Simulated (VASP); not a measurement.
Wanted: the native input for a VASP 6.6.1 run.

```yaml
Task: electric field gradients
Functional: PBE
Potentials_or_basis: VASP PAW PBE potentials, release 64 (K_sv, Cl)
Cutoff: 520 eV
k_mesh: 7 × 7 × 7
Occupations: fermi-dirac, width 0.03 eV
Spin: no spin polarisation
Dipole_correction: no
Further_INCAR_settings: ALGO = Normal; EDIFF = 1e-08; NBANDS = 15
```

The structure of KCl lies in POSCAR:

```
KCl
1.0
    0.0000000000      3.2180000288      3.2180000288
    3.2180000288      0.0000000000      3.2180000288
    3.2180000288      3.2180000288      0.0000000000
K Cl
1 1
Direct
    0.0000000000      0.0000000000      0.0000000000
    0.5000000000      0.5000000000      0.5000000000
```

This cell differs from its parent crystal: volume scaled by 1.06.

One way to write it, as run:

INCAR

```
SYSTEM = KCl
PREC = Accurate ; ENCUT = 520
EDIFF = 1E-8 ; ISMEAR = -1
SIGMA = 0.03 ; LREAL = .FALSE.
LASPH = .TRUE. ; NELM = 100
ALGO = Normal ; ISIF = 2
LWAVE = .FALSE. ; LCHARG = .FALSE.
GGA = PE ; LEFG = .TRUE.
NBANDS = 15
```

KPOINTS

```
Automatic mesh
0
G
  7 7 7
  0 0 0
```

Potentials or basis: VASP PAW PBE potentials, release 64 (K_sv, Cl).

Run with:

```bash
$ cat potpaw_PBE.64/K_sv/POTCAR potpaw_PBE.64/Cl/POTCAR > POTCAR
$ mpirun -np 1 vasp_std > vasp.out
```

It gave:

```
Pressure               : -0.4 GPa
Band gap on the k mesh : 4.96 eV, direct
```

Caveat: without QUAD_EFG the Cq values of the log hold for a quadrupole moment of 1 mb, not for the nuclei.

Run time: 21 s on 1 thread of Intel(R) Xeon(R) Platinum 8488C (Sapphire Rapids), with other jobs on the host, peak memory 0.2 GiB.
